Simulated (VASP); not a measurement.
Runs of VASP 6.6.1 on ZnW. The structure is that of space group Fd-3m (No. 227), or close to it. The cells are those of the table. 

```tsv
task	cell	k mesh	cutoff (eV)	gap on the mesh (eV)	pressure (GPa)	relaxed volume (Å³/atom)
relaxation of cell and atoms	relaxed from a = 4.427 Å, angles 60.0°, 4 atoms	12 × 12 × 12	600	none	-0.1	15.40
single point	a = 4.506 Å, angles 60.0°, 4 atoms	6 × 6 × 6	520	none	-8.3	-
relaxation of cell and atoms	relaxed from a = 4.506 Å, angles 60.0°, 4 atoms	6 × 6 × 6	600	none	-0.2	15.40
single point	a = 4.429 Å, angles 60.0°, 4 atoms	12 × 12 × 12	520	none	0.7	-
single point	a = 4.427 Å, angles 60.0°, 4 atoms	6 × 6 × 6	520	none	(a)	-
```

Alike in all rows: level PBE; potentials or basis VASP PAW PBE potentials, release 64 (Zn, W_sv); no spin polarisation; smearing gaussian 0.1 eV.

Q: Estimate the missing entries.

A: (a) 0.6.

Caveats: spin-orbit coupling is left out, which moves the levels of the heavy elements; the cell stands under tension (at least some runs).

A k mesh can miss the band edges, and the runs leave out spin-orbit coupling on W.

A gap of «none» marks levels without a gap at the run's occupations.
